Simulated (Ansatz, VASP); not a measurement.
Two plane-wave programs on NaGeF3

```
Na Ge F
1.0
     4.34764    0.00000    0.00000
     0.00000    4.34764    0.00000
     0.00000    0.00000    4.34764
Na Ge F
1 1 3
Direct
  0.00000 0.00000 0.00000
  0.50000 0.50000 0.50000
  0.50000 0.50000 0.00000
  0.50000 0.00000 0.50000
  0.00000 0.50000 0.50000
```

Alike in both runs: task single point; functional PBE; k mesh 4 × 4 × 4; no spin polarisation.

```csv
,VASP,Ansatz
version,VASP 6.6.1,Ansatz 0.2.0
potentials or method,"VASP PAW PBE potentials, release 64 (Na_pv, Ge_d, F)",plane waves
plane-wave cutoff (eV),600,420
occupations,"methfessel-paxton of order 1, width 0.2 eV","cold, width 0.2 eV"
valence electrons in the cell,42,44
```

```csv
,VASP,Ansatz,Ansatz less VASP
gap on the k mesh at the Fermi level (eV),1.30,1.30,+0.003
pressure (GPa),2.0,2.2,+0.14
```

VASP's potentials hold 42 valence electrons a cell and Ansatz's 44, so a difference there can come from the potentials and not from the codes.
